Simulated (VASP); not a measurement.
# Sc (Fm-3m) in VASP: single point with PBEsol

Aim: the single point of Sc with PBEsol.

Program: VASP 6.6.1. These are calculated values, not measurements. Logs are shortened: lines on timing, memory, paths and dates and some standing lists are left out, and cuts for length are marked.

**1. The cell of the first run**

The structure is cubic, space group Fm-3m (No. 225). Conventional cell: a = 4.552 Å, b = 4.552 Å, c = 4.552 Å, α = 90.00°, β = 90.00°, γ = 90.00°. Within 4.2 Å of Sc (site symmetry m-3m) lie 12 Sc at 3.22 Å.

This isn't the form of Sc at room conditions, which is hcp.

**2. Single point, PBEsol**

File INCAR:

```
PREC = Accurate ; ENCUT = 520
EDIFF = 1E-7 ; ISMEAR = 0
SIGMA = 0.1 ; LREAL = F
LASPH = T ; NELM = 60
ALGO = Fast ; ISIF = 2
LWAVE = F ; LCHARG = F
GGA = PS ; NBANDS = 12
ISYM = 0
```

File KPOINTS:

```
Automatic mesh
0
Gamma
  11 11 15
```

File POSCAR:

```
Sc
1.0
    3.2186815821      0.0000000000      0.0000000000
    0.0000000000      3.2186815821      0.0000000000
    1.6093407911      1.6093407911      2.2759515732
Sc
1
Direct
    0.0000000000      0.0000000000      0.0000000000
```

Potentials or basis: VASP PAW PBE potentials, release 64 (Sc_sv).

On the command line:

```console
$ cat potpaw_PBE.64/Sc_sv/POTCAR > POTCAR
$ mpirun -np 1 vasp_std > vasp.out
```

OUTCAR:

```text
PREC = Accurate
   ENCUT = 520
   EDIFF = 1E-7
   ISMEAR = 0
   LREAL = F
   LASPH = T
   NELM = 60
   ISIF = 2
   GGA = PS
   ISYM = 0

 ion  position               nearest neighbor table
   1  0.000  0.000  0.000-

IMPORTANT INFORMATION: All symmetrisations will be switched off!
NOSYMM: (Re-)initialisation of all symmetry stuff for point group C_1.

----------------------------------------------------------------------------------------

                                     Primitive cell

  volume of cell :      23.5787

  direct lattice vectors                    reciprocal lattice vectors
     3.218681582  0.000000000  0.000000000     0.310686216  0.000000000 -0.219688330
     0.000000000  3.218681582  0.000000000     0.000000000  0.310686216 -0.219688330
     1.609340791  1.609340791  2.275951573     0.000000000  0.000000000  0.439376660

  length of vectors
     3.218681582  3.218681582  3.218681582     0.380511349  0.380511349  0.439376660

  position of ions in fractional coordinates (direct lattice)
     0.000000000  0.000000000  0.000000000

  ion indices of the primitive-cell ions
   primitive index   ion index
                 1           1

----------------------------------------------------------------------------------------

 KPOINTS: Automatic mesh

Automatic generation of k-mesh.
 Grid dimensions read from file:
 generate k-points for:   11   11   15

 Generating k-lattice:

  Cartesian coordinates                     Fractional coordinates (reciprocal lattice)
     0.028244201  0.000000000 -0.019971666     0.090909091  0.000000000  0.000000000
     0.000000000  0.028244201 -0.019971666     0.000000000  0.090909091  0.000000000
     0.000000000  0.000000000  0.029291777     0.000000000  0.000000000  0.066666667

  Length of vectors
     0.034591941  0.034591941  0.029291777

  Shift w.r.t. Gamma in fractional coordinates (k-lattice)
     0.000000000  0.000000000  0.000000000

 -----------------------------------------------------------------------------
|                                                                             |
|           W    W    AA    RRRRR   N    N  II  N    N   GGGG   !!!           |
|           W    W   A  A   R    R  NN   N  II  NN   N  G    G  !!!           |
|           W    W  A    A  R    R  N N  N  II  N N  N  G       !!!           |
|           W WW W  AAAAAA  RRRRR   N  N N  II  N  N N  G  GGG   !            |
|           WW  WW  A    A  R   R   N   NN  II  N   NN  G    G                |
|           W    W  A    A  R    R  N    N  II  N    N   GGGG   !!!           |
|                                                                             |
|     Your reciprocal lattice and k-lattice belong to different lattice       |
|     classes:                                                                |
|                                                                             |
|        The reciprocal lattice is body-centered cubic,                       |
|        whereas your k-lattice is base-centered monoclinic.                  |
|                                                                             |
|     Results are often still useful ...                                      |
|                                                                             |
 -----------------------------------------------------------------------------

 WARNING: IBZKPT: internal override: KBLOWUP is changed to .FALSE.
      ... skipping the blow-up phase ...

 Subroutine IBZKPT returns following result:
 ===========================================

 Found    908 irreducible k-points:

 Following reciprocal coordinates:
            Coordinates               Weight
  0.000000  0.000000  0.000000      1.000000
  0.090909  0.000000 -0.000000      2.000000
  0.181818  0.000000  0.000000      2.000000
  0.272727  0.000000 -0.000000      2.000000
  0.363636  0.000000 -0.000000      2.000000
  0.454545  0.000000  0.000000      2.000000
[... 16 lines left out ...]
  0.454545  0.181818 -0.000000      2.000000
 -0.454545  0.181818  0.000000      2.000000
 [... further k-points ...]
   k-points           NKPTS =    908   k-points in BZ     NKDIM =    908   number of bands    NBANDS=     12
   number of dos      NEDOS =    301   number of ions     NIONS =      1
   total plane-waves  NPLWV =  13824
   dimension x,y,z NGX =    24 NGY =   24 NGZ =   24
   dimension x,y,z NGXF=    48 NGYF=   48 NGZF=   48
   ions per type =               1
   NGX,Y,Z   is equivalent  to a cutoff of  12.40, 12.40, 12.40 a.u.
   NGXF,Y,Z  is equivalent  to a cutoff of  24.79, 24.79, 24.79 a.u.
 SYSTEM =  unknown system
   PREC   = accura    normal or accurate (medium, high low for compatibility)
   ISTART =      0    job   : 0-new  1-cont  2-samecut
   ICHARG =      2    charge: 1-file 2-atom 10-const
   ISPIN  =      1    spin polarized calculation?
   LNONCOLLINEAR =      F non collinear calculations
   LSORBIT =      F    spin-orbit coupling
   LASPH  =      T    aspherical Exc in radial PAW
   ENCUT  =  520.0 eV  38.22 Ry    6.18 a.u.   5.98  5.98  5.98*2*pi/ulx,y,z
   NELM   =     60;   NELMIN=  2; NELMDL= -5     # of ELM steps
   EDIFF  = 0.1E-06   stopping-criterion for ELM
   LREAL  =      F    real-space projection
   EDIFFG = 0.1E-05   stopping-criterion for IOM
   NSW    =      0    number of steps for IOM
   IBRION =     -1    ionic relax: 0-MD 1-quasi-New 2-CG
   NFREE  =      0    steps in history (QN), initial steepest desc. (CG)
   ISIF   =      2    stress and relaxation
   ISYM   =      0    0-nonsym 1-usesym 2-fastsym
   POTIM  = 0.5000    time-step for ionic-motion
   TEBEG  =    0.0;   TEEND  =   0.0 temperature during run
   PSTRESS=    0.0 pullay stress
   NELECT =      11.0000    total number of electrons
   NUPDOWN=      -1.0000    fix difference up-down
   EMIN   =  10.00;   EMAX   =-10.00  energy-range for DOS
   EFERMI =   0.00;   METHOD = LEGACY
   ISMEAR =     0;   SIGMA  =   0.10  broadening in eV -4-tet -1-fermi 0-gaus
   EFERMI_NEDOS =   21; number of points for ismear=-14 and -15
   IALGO  =     68    algorithm
   IMIX   =      4    mixing-type and parameters
     AMIX     =   0.40;   BMIX     =  1.00
     AMIX_MAG =   1.60;   BMIX_MAG =  1.00
  volume/ion in A,a.u.               =      23.58       159.12
  Fermi-wavevector in a.u.,A,eV,Ry     =   1.269695  2.399375 21.934294  1.612125
  Thomas-Fermi vector in A             =   2.402722
   LORBIT       =      0    0 simple, 1 ext, 2 COOP (PROOUT), +10 PAW based schemes
   GGA     = PS    functional components
   LHFCALC =     F    Hartree Fock is set to
   AEXX    =    0.0000 exact exchange contribution
   IVDW    =     0    specifies the selected vdW correction
   LEPSILON=     F    determine dielectric tensor
   LRPA    =     F    only Hartree local field effects (RPA)
 non-spin polarized calculation
 RMM-DIIS sequential band-by-band and
 Gauss-broadening in eV      SIGMA  =   0.10
  energy-cutoff  :      520.00
  volume of cell :       23.58
 maximum number of plane-waves:       648
   NGX = 11   NGY = 11   NGZ = 11

 number of electron      10.9999997 magnetization

 Free energy of the ion-electron system (eV)
  ---------------------------------------------------
  ext. energy  EPLUGINS =         0.00000000
  ---------------------------------------------------
  free energy    TOTEN  =        -6.56369512 eV

  energy without entropy =       -6.55422665  energy(sigma->0) =       -6.55896089

 E-fermi :   3.8954     XC(G=0): -10.1696

 val. band max:        3.8902112788   @ k =  -0.0909  -0.2727   0.1333
 cond. band min:       3.8989833585   @ k =  -0.2727   0.1818   0.4667
 fundamental gap:      0.0087720797
 Fermi energy:         3.8954144585

 k-point     1 :       0.0000    0.0000    0.0000
  band No.  band energies     occupation
      1     -45.2044      2.00000
      2     -23.6803      2.00000
      3     -23.6799      2.00000
      4     -23.6794      2.00000
      5      -1.3840      2.00000
      6       5.5360      0.00000
      7       5.5363      0.00000
      8       5.5364      0.00000
      9       7.0032      0.00000
     10       7.0037      0.00000
     11      16.6652      0.00000
     12      20.2062      0.00000

 k-point     2 :       0.0909    0.0000   -0.0000
  band No.  band energies     occupation
      1     -45.1986      2.00000
      2     -23.7184      2.00000
      3     -23.6849      2.00000
      4     -23.6844      2.00000
      5      -1.1663      2.00000
      6       5.3739      0.00000
      7       5.6159      0.00000
      8       5.6161      0.00000
      9       6.9480      0.00000
     10       6.9484      0.00000
     11      16.8603      0.00000
     12      18.7268      0.00000

 k-point     3 :       0.1818    0.0000    0.0000
  band No.  band energies     occupation
      1     -45.1830      2.00000
      2     -23.8201      2.00000
      3     -23.6979      2.00000
      4     -23.6974      2.00000
      5      -0.5465      2.00000
      6       4.9814      0.00000
      7       5.7563      0.00000
      8       5.7564      0.00000
      9       6.9054      0.00000
     10       6.9058      0.00000
     11      16.2157      0.00000
     12      17.5141      0.00000

 k-point     4 :       0.2727    0.0000   -0.0000
  band No.  band energies     occupation
      1     -45.1626      2.00000
      2     -23.9508      2.00000
      3     -23.7149      2.00000
      4     -23.7143      2.00000
      5       0.3652      2.00000
      6       4.5528      0.00000
      7       5.7228      0.00000
      8       5.7229      0.00000
      9       7.1418      0.00000
     10       7.1421      0.00000
     11      14.2023      0.00000
     12      17.1812      0.00000

 k-point     5 :       0.3636    0.0000   -0.0000
  band No.  band energies     occupation
      1     -45.1437      2.00000
      2     -24.0686      2.00000
      3     -23.7303      2.00000
      4     -23.7298      2.00000
      5       1.3388      2.00000
      6       4.2680      0.00000
      7       5.5547      0.00000
      8       5.5549      0.00000
      9       7.5826      0.00000
     10       7.5829      0.00000
     11      12.3827      0.00000
     12      16.5226      0.00000
[... 228 lines left out ...]
      1     -45.1384      2.00000
      2     -24.0152      2.00000
      3     -23.8272      2.00000
      4     -23.7298      2.00000
      5       1.6421      2.00000
      6       4.2326      0.00000
      7       4.9901      0.00000
      8       6.0525      0.00000
      9       6.8758      0.00000
     10       8.3320      0.00000
     11      13.2665      0.00000
     12      15.1457      0.00000

 k-point    22 :       0.3636    0.1818    0.0000
  band No.  band energies     occupation
      1     -45.1258      2.00000
      2     -24.0774      2.00000
      3     -23.8417      2.00000
      4     -23.7509      2.00000
      5       2.4547      2.00000
      6       3.9481      0.45593
      7       4.8576      0.00000
      8       5.9304      0.00000
      9       7.4708      0.00000
     10       8.7443      0.00000
     11      11.5615      0.00000
     12      15.1294      0.00000

 k-point    23 :       0.4545    0.1818   -0.0000
  band No.  band energies     occupation
      1     -45.1221      2.00000
      2     -24.0995      2.00000
      3     -23.8320      2.00000
      4     -23.7668      2.00000
      5       2.7056      2.00000
      6       3.7196      1.98710
      7       4.9398      0.00000
      8       5.9409      0.00000
      9       7.9086      0.00000
     10       8.7757      0.00000
     11      10.8553      0.00000
     12      15.4702      0.00000

 k-point    24 :      -0.4545    0.1818    0.0000
  band No.  band energies     occupation
      1     -45.1284      2.00000
      2     -24.0702      2.00000
      3     -23.8063      2.00000
      4     -23.7723      2.00000
      5       2.1783      2.00000
      6       3.8436      1.53662
      7       4.9808      0.00000
      8       6.0603      0.00000
      9       8.0040      0.00000
     10       8.0750      0.00000
     11      11.8764      0.00000
     12      16.0804      0.00000

 [... further k-points ...]

------------------------ aborting loop because EDIFF is reached ----------------------------------------

  FORCE on cell =-STRESS in cart. coord.  units (eV):
  Direction    XX          YY          ZZ          XY          YZ          ZX
  --------------------------------------------------------------------------------------
  -------------------------------------------------------------------------------------
  Total        0.0028546      0.0028555      0.0000851     -0.0023243      0.0032814      0.0032889
  in kB        0.1939683      0.1940323      0.0057855     -0.1579384      0.2229706      0.2234810
  external PRESSURE =       0.1312620 kB  Pullay stress =       0.0000000 kB

 VOLUME and BASIS-vectors are now :
 -----------------------------------------------------------------------------
  energy-cutoff  :      520.00
  volume of cell :       23.58
      direct lattice vectors                 reciprocal lattice vectors
     3.218681582  0.000000000  0.000000000     0.310686216  0.000000000 -0.219688330
     0.000000000  3.218681582  0.000000000     0.000000000  0.310686216 -0.219688330
     1.609340791  1.609340791  2.275951573     0.000000000  0.000000000  0.439376660

 POSITION                                       TOTAL-FORCE (eV/Angst)
 -----------------------------------------------------------------------------------
      0.00000      0.00000      0.00000         0.000001     -0.000001      0.000001
 -----------------------------------------------------------------------------------
    total drift:                                0.000001     -0.000001      0.000001

  FREE ENERGIE OF THE ION-ELECTRON SYSTEM (eV)
  ---------------------------------------------------
  free  energy   TOTEN  =        -6.5636951240 eV

  energy  without entropy=       -6.5542266490  energy(sigma->0) =       -6.55896089
```

Wall time 5.1 min (1 thread of Oxide Virtual Turin-like, shared host); peak memory 0.31 GiB.

Results:

```
Free energy            : -6.5637 eV
Pressure               : 0.0 GPa
Band gap on the k mesh : zero (an odd number of electrons rules out a gap without spin polarisation)
```

Levels at points of the mesh, in eV from the Fermi level:
| k point | band 4 | band 5 | band 6 | band 7 | band 8 | band 9 |
| --- | --- | --- | --- | --- | --- | --- |
| (0.00, 0.00, 0.00) | -27.57 | -5.28 | 1.64 | 1.64 | 1.64 | 3.11 |

Caveat: the PAW data sets were made with another functional, which shifts forces and pressure a little.
